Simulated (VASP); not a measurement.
# Cr (Cmce) in VASP: relaxation of cell and atoms with PBEsol

Aim: the relaxation of cell and atoms of Cr with PBEsol.

Everything below comes from runs of VASP 6.6.1. Logs are shortened: lines on timing, memory, paths and dates and some standing lists are left out, and cuts for length are marked.

## Step 1: The cell of the first run

The structure is orthorhombic, space group Cmce (No. 64). The conventional cell has a = 2.965 Å, b = 9.407 Å, c = 3.924 Å, α = 90.00°, β = 90.00°, γ = 90.00°. Within 2.6 Å of Cr (site symmetry m) lie 3 Cr at 1.94 to 1.97 Å.

## Step 2: Relaxation of cell and atoms, PBEsol

The input, INCAR:

```
PREC = Accurate
ENCUT = 600
EDIFF = 1E-7
ISMEAR = 0
SIGMA = 0.1
LREAL = F
LASPH = T
NELM = 60
ALGO = Normal
ISIF = 3
LWAVE = F
LCHARG = F
GGA = PS
IBRION = 2
NSW = 90
EDIFFG = -0.04
```

The input, KPOINTS:

```
regular mesh
0
Gamma
  6 6 4
```

The input, POSCAR:

```
Cr
1.0
    1.4827270336     -4.7035147593      0.0000000000
    1.4827270336      4.7035147593      0.0000000000
    0.0000000000      0.0000000000      3.9240751706
Cr
4
Direct
    0.0980000000      0.9020000000      0.9100000000
    0.5980000000      0.4020000000      0.5900000000
    0.9020000000      0.0980000000      0.0900000000
    0.4020000000      0.5980000000      0.4100000000
```

Potentials or basis: VASP PAW PBE potentials, release 64 (Cr_pv).

Command:

```console
$ cat potpaw_PBE.64/Cr_pv/POTCAR > POTCAR
$ mpirun -np 1 vasp_std > vasp.out
```

OUTCAR:

```text
PREC = Accurate
   ENCUT = 600
   EDIFF = 1E-7
   ISMEAR = 0
   LREAL = F
   LASPH = T
   NELM = 60
   ISIF = 3
   GGA = PS
   IBRION = 2
   NSW = 90
   EDIFFG = -0.04

 ion  position               nearest neighbor table
   1  0.098  0.902  0.910-   2 1.94   2 1.94   3 1.97   2 3.05   2 3.05   4 3.07   4 3.07   4 3.07
                             4 3.07
   2  0.598  0.402  0.590-   1 1.94   1 1.94   4 1.97   1 3.05   1 3.05   3 3.07   3 3.07   3 3.07
                             3 3.07
   3  0.902  0.098  0.090-   4 1.94   4 1.94   1 1.97   4 3.05   4 3.05   2 3.07   2 3.07   2 3.07
                             2 3.07
   4  0.402  0.598  0.410-   3 1.94   3 1.94   2 1.97   3 3.05   3 3.05   1 3.07   1 3.07   1 3.07
                             1 3.07

  LATTYP: Found a base centered orthorhombic cell.
 ALAT       =     2.9654540672
 B/A-ratio  =     3.1722054382
 C/A-ratio  =     1.3232628399

  Lattice vectors:

 A1 = (   1.4827270336,  -4.7035147593,   0.0000000000)
 A2 = (   1.4827270336,   4.7035147593,   0.0000000000)
 A3 = (   0.0000000000,   0.0000000000,   3.9240751706)

Analysis of symmetry for initial positions (statically):
=====================================================================
 Subroutine PRICEL returns:
 Original cell was already a primitive cell.

 Routine SETGRP: Setting up the symmetry group for a
 base centered orthorhombic supercell.

 Subroutine GETGRP returns: Found  8 space group operations
 (whereof  4 operations were pure point group operations)
 out of a pool of  8 trial point group operations.

The static configuration has the point symmetry C_2h.
 The point group associated with its full space group is D_2h.

Analysis of symmetry for dynamics (positions and initial velocities):
=====================================================================
 Subroutine PRICEL returns:
 Original cell was already a primitive cell.

 Routine SETGRP: Setting up the symmetry group for a
 base centered orthorhombic supercell.

 Subroutine GETGRP returns: Found  8 space group operations
 (whereof  4 operations were pure point group operations)
 out of a pool of  8 trial point group operations.

The dynamic configuration has the point symmetry C_2h.
 The point group associated with its full space group is D_2h.

 Subroutine INISYM returns: Found  8 space group operations
 (whereof  4 operations are pure point group operations),
 and found     1 'primitive' translations

----------------------------------------------------------------------------------------

                                     Primitive cell

  volume of cell :      54.7332

  direct lattice vectors                    reciprocal lattice vectors
[... 111 lines left out ...]
     AMIX_MAG =   1.60;   BMIX_MAG =  1.00
  volume/ion in A,a.u.               =      13.68        92.34
  Fermi-wavevector in a.u.,A,eV,Ry     =   1.567009  2.961218 33.409351  2.455518
  Thomas-Fermi vector in A             =   2.669253
   LORBIT       =      0    0 simple, 1 ext, 2 COOP (PROOUT), +10 PAW based schemes
   GGA     = PS    functional components
   LHFCALC =     F    Hartree Fock is set to
   AEXX    =    0.0000 exact exchange contribution
   IVDW    =     0    specifies the selected vdW correction
   LEPSILON=     F    determine dielectric tensor
   LRPA    =     F    only Hartree local field effects (RPA)
 conjugate gradient relaxation of ions
 non-spin polarized calculation
 Gauss-broadening in eV      SIGMA  =   0.10
  energy-cutoff  :      600.00
  volume of cell :       54.73
 maximum number of plane-waves:      1848
   NGX = 19   NGY = 19   NGZ = 15

--------------------------------------- Ionic step        1  -------------------------------------------

 number of electron      48.0000000 magnetization

 Free energy of the ion-electron system (eV)
  ---------------------------------------------------
  ext. energy  EPLUGINS =         0.00000000
  ---------------------------------------------------
  free energy    TOTEN  =       -32.55808667 eV

  energy without entropy =      -32.53209554  energy(sigma->0) =      -32.54509111

------------------------ aborting loop because EDIFF is reached ----------------------------------------

  FORCE on cell =-STRESS in cart. coord.  units (eV):
  Direction    XX          YY          ZZ          XY          YZ          ZX
  --------------------------------------------------------------------------------------
  -------------------------------------------------------------------------------------
  Total        9.9151633      8.8229422     11.6723129      0.0000000      0.0000000      0.0000000
  in kB      290.2414413    258.2694202    341.6775713      0.0000000      0.0000000      0.0000000
  external PRESSURE =     296.7294776 kB  Pullay stress =       0.0000000 kB
[... 95 lines left out ...]
  FREE ENERGIE OF THE ION-ELECTRON SYSTEM (eV)
  ---------------------------------------------------
  free  energy   TOTEN  =       -35.5732622095 eV

  energy  without entropy=      -35.5480210719  energy(sigma->0) =      -35.56064164

 E-fermi :   8.9452     XC(G=0): -12.9634

 val. band max:        8.9408265886   @ k =   0.3333   0.1667   0.0000
 cond. band min:       8.9476993037   @ k =   0.0000   0.0000   0.2500
 fundamental gap:      0.0068727150
 Fermi energy:         8.9452116514

 k-point     1 :       0.0000    0.0000    0.0000
  band No.  band energies     occupation
      1     -34.2971      2.00000
      2     -34.2234      2.00000
      3     -34.1675      2.00000
      4     -33.9740      2.00000
      5     -33.9045      2.00000
      6     -33.8644      2.00000
[... 733 lines left out ...]
     27       9.9151      0.00000
     28      10.0228      0.00000

 [... further k-points ...]

[... ionic steps 4 to 14 ...]

--------------------------------------- Ionic step       15  -------------------------------------------

 number of electron      48.0000006 magnetization

------------------------ aborting loop because EDIFF is reached ----------------------------------------
[... 71 lines left out ...]
--------------------------------------- Ionic step       17  -------------------------------------------

 number of electron      48.0000003 magnetization

 Free energy of the ion-electron system (eV)
  ---------------------------------------------------
  ext. energy  EPLUGINS =         0.00000000
  ---------------------------------------------------
  free energy    TOTEN  =       -38.99522921 eV

  energy without entropy =      -38.97781161  energy(sigma->0) =      -38.98652041

 E-fermi :  10.8162     XC(G=0): -13.7574

 val. band max:       10.7787280190   @ k =   0.0000   0.0000   0.0000
 cond. band min:      10.8585439276   @ k =   0.5000   0.1667   0.5000
 fundamental gap:      0.0798159087
 Fermi energy:        10.8161701175

 k-point     1 :       0.0000    0.0000    0.0000
  band No.  band energies     occupation
      1     -32.6607      2.00000
      2     -32.6208      2.00000
      3     -32.4226      2.00000
      4     -32.3038      2.00000
      5     -32.1155      2.00000
      6     -32.0367      2.00000
[... 766 lines left out ...]
  FREE ENERGIE OF THE ION-ELECTRON SYSTEM (eV)
  ---------------------------------------------------
  free  energy   TOTEN  =       -38.9952292131 eV

  energy  without entropy=      -38.9778116091  energy(sigma->0) =      -38.98652041

 reached required accuracy - stopping structural energy minimisation
```

OSZICAR:

```text
N       E                     dE             d eps       ncg     rms          rms(c)
DAV:   1     0.666753404545E+03    0.66675E+03   -0.30710E+04  2184   0.232E+03
[... 202 lines left out ...]
DAV:   1    -0.389971643987E+02   -0.21888E-02   -0.11341E-01  2296   0.441E+00    0.342E-01
DAV:   2    -0.389957985181E+02    0.13659E-02   -0.91999E-03  2292   0.124E+00    0.172E-01
DAV:   3    -0.389952370619E+02    0.56146E-03   -0.20705E-03  2900   0.317E-01    0.435E-02
DAV:   4    -0.389952306092E+02    0.64528E-05   -0.14745E-04  2676   0.147E-01    0.243E-02
DAV:   5    -0.389952290864E+02    0.15227E-05   -0.10602E-05  3116   0.287E-02    0.888E-03
DAV:   6    -0.389952292587E+02   -0.17231E-06   -0.91633E-07  2832   0.734E-03    0.264E-03
DAV:   7    -0.389952292131E+02    0.45652E-07   -0.65680E-08  1312   0.260E-03
  17 F= -.38995229E+02 E0= -.38986520E+02  d E =-.153744E-02
```

It took 15 min on 1 thread of AMD EPYC 7R13 (Zen 3), shared host; peak memory 0.22 GiB.

What came out:

| Item | Value |
| --- | --- |
| Free energy | -38.9952 eV |
| Relaxed volume | 11.58 Å³/atom |
| Relaxed cell | a = 4.554 Å, b = 4.554 Å, c = 3.892 Å, α = 90.00°, β = 90.00°, γ = 145.00° |
| Space group after relaxing (to 0.1 Å) | Fmmm (No. 69) |
| Energy gained by relaxing | 1609.3 meV/atom |
| Ionic steps | 17 |
| Pressure after relaxing | 0.1 GPa |
| Largest force after relaxing | 0.020 eV/Å |
| Band gap on the k mesh | zero (bands 24 and 25 overlap by 1.21 eV) |

Forces on the atoms (eV/Å):
```
Cr   0.000  0.020 -0.003
Cr   0.000  0.020  0.003
Cr   0.000 -0.020  0.003
Cr   0.000 -0.020 -0.003
```

Step by step:
| step | energy change (eV) | largest force (eV/Å) | pressure (GPa) | volume (Å³) |
| --- | --- | --- | --- | --- |
| 1 | 0.0000 | 7.1717 | 29.67 | 54.73 |
| 2 | -0.1988 | 0.6799 | -40.12 | 77.34 |
| 3 | -3.0152 | 1.4941 | -23.59 | 64.25 |
| 4 | -3.0454 | 1.8778 | -20.81 | 63.34 |
| 5 | -5.4596 | 1.3157 | -17.68 | 52.84 |
| 6 | -6.0366 | 0.5772 | 19.49 | 43.51 |
| 7 | -6.1909 | 0.8279 | -2.70 | 47.23 |
| 8 | -6.2236 | 0.7500 | 2.22 | 46.18 |
| 9 | -6.2237 | 0.6978 | 4.55 | 45.73 |
| 10 | -6.3535 | 0.6800 | 6.39 | 45.44 |
| 11 | -6.3845 | 0.3872 | 4.88 | 45.55 |
| 12 | -6.4013 | 0.1136 | -7.07 | 47.75 |
| 13 | -6.4238 | 0.1032 | -2.25 | 46.78 |
| 14 | -6.4354 | 0.0530 | 0.36 | 46.25 |
| 15 | -6.4356 | 0.0406 | 0.04 | 46.32 |
| 16 | -6.4369 | 0.0096 | 0.10 | 46.31 |
| 17 | -6.4371 | 0.0197 | 0.14 | 46.30 |

Final structure:
```xyz
4
Lattice="1.3695 -4.3434 0.0000 1.3695 4.3434 0.0000 0.0000 0.0000 3.8922" Properties=species:S:1:pos:R:3 pbc="T T T"
Cr    1.3695    3.2019    0.0002
Cr    1.3695   -1.1415    1.9459
Cr    1.3695   -3.2019    3.8920
Cr    1.3695    1.1415    1.9464
```

Caveat: the k points lie up to 0.40 Å⁻¹ apart in the final cell, too coarse for converged energies and pressures of a metal; the volume moved by over 15 % at a fixed basis, so the end points are rough; the PAW data sets were made with another functional, which shifts forces and pressure a little; the run has no spin polarisation, though such a crystal can be magnetic. Spin polarisation is off, so any magnetic state and its effect on volume and gap are missing.
